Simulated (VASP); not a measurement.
A run of VASP 6.6.1:

Contents of INCAR:

```
SYSTEM = Ir
PREC = Accurate
ENCUT = 520
EDIFF = 1E-7
ISMEAR = -1
SIGMA = 0.05
LREAL = .FALSE.
LASPH = .TRUE.
NELM = 100
ALGO = Fast
ISIF = 2
LWAVE = .FALSE.
LCHARG = .FALSE.
NBANDS = 10
```

Contents of KPOINTS:

```
regular mesh
0
G
  12 12 12
  0 0 0
```

The input POSCAR:

```
Ir
1.0
    0.0000000000      1.9282864624      1.9282864624
    1.9282864624      0.0000000000      1.9282864624
    1.9282864624      1.9282864624      0.0000000000
Ir
1
Direct
    0.0000000000      0.0000000000      0.0000000000
```

Potentials or basis: VASP PAW LDA potentials, release 64 (Ir).

Run with:

```console
$ cat potpaw_LDA.64/Ir/POTCAR > POTCAR
$ mpirun -np 1 vasp_std > vasp.out
```

Hardware: 1 thread of Intel(R) Xeon(R) Platinum 8559C (Emerald Rapids), with other jobs on the host.

**Question.** How long does it take, and how much memory?

**Answer.** Run time: 9.7 s on 1 thread of Intel(R) Xeon(R) Platinum 8559C (Emerald Rapids), on a shared host, peak memory 0.12 GiB. Counts: scf iterations 19, k points 72.
